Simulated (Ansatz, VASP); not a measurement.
**HgPt3: VASP beside Ansatz**

The input INCAR:

```
SYSTEM = HgPt3
PREC = Accurate
ENCUT = 520
EDIFF = 1E-6
ISMEAR = 0
SIGMA = 0.15
LREAL = .False.
LASPH = .True.
NELM = 100
ALGO = Fast
ISIF = 2
LWAVE = .False.
LCHARG = .False.
GGA = CA
NBANDS = 29
```

Contents of KPOINTS:

```
Automatic mesh
0
Gamma
  12 12 12
  0 0 0
```

POSCAR

```
HgPt3
1.0
    3.9726881452      0.0000000000      0.0000000000
    0.0000000000      3.5754193307      0.0000000000
    0.0000000000      0.0000000000      3.9726881452
Hg Pt
1 3
Direct
    0.0000000000      0.0000000000      0.0000000000
    0.0000000000      0.5000000000      0.5000000000
    0.5000000000      0.5000000000      0.0000000000
    0.5000000000      0.0000000000      0.5000000000
```

Input for Ansatz:

```yaml
crystal:
  lattice:
    - [3.9726881452, 0.0, 0.0]
    - [0.0, 3.5754193307, 0.0]
    - [0.0, 0.0, 3.9726881452]
  atoms:
    - { symbol: Hg, position: [0.0, 0.0, 0.0] }
    - { symbol: Pt, position: [0.0, 0.5, 0.5] }
    - { symbol: Pt, position: [0.5, 0.5, 0.0] }
    - { symbol: Pt, position: [0.5, 0.0, 0.5] }
basis:
  ecutwfc: 420
kpoints:
  mp_grid: { grid: [12, 12, 12] }
hamiltonian:
  xc: lda
scf:
  occupations: { method: gaussian, width: 0.15 }
output:
  forces: true
  stress: true
  eigenvalues: true
```

Change from the starting cell: strain -0.1000 x Voigt [0, 1, 0, 0, 0, 0], atoms carried along.

Alike in both runs: task single point; functional LDA; k mesh 12 × 12 × 12; occupations gaussian, width 0.15 eV; no spin polarisation.

```csv
,VASP,Ansatz
version,VASP 6.6.1,Ansatz 0.2.0
potentials or method,"VASP PAW LDA potentials, release 64 (Hg, Pt), cutoff 520 eV","scalar-relativistic, plane waves, PAW"
valence electrons in the cell,42,74
```

Ansatz gave:

```
gap on the k mesh at the Fermi level (eV)                     : none
pressure (GPa)                                                : 35.4
traceless stress, the component that is largest in VASP (GPa) : 3.26
```

Q: Which values does VASP return?

A: gap on the k mesh at the Fermi level (eV): none; pressure (GPa): 38.5; traceless stress, the component that is largest in VASP (GPa): 3.35.

LDA's correlation is that of Perdew and Zunger in VASP and of Perdew and Wang (1992) in Ansatz. A gap of «none» marks a metal or a gap that the smearing closes. Both programs put the cell under a high pressure, so it lies far from rest at this level. VASP's potentials hold 42 valence electrons a cell and Ansatz's 74, so a difference there can come from the potentials and not from the codes.

Spin-orbit coupling is off throughout.
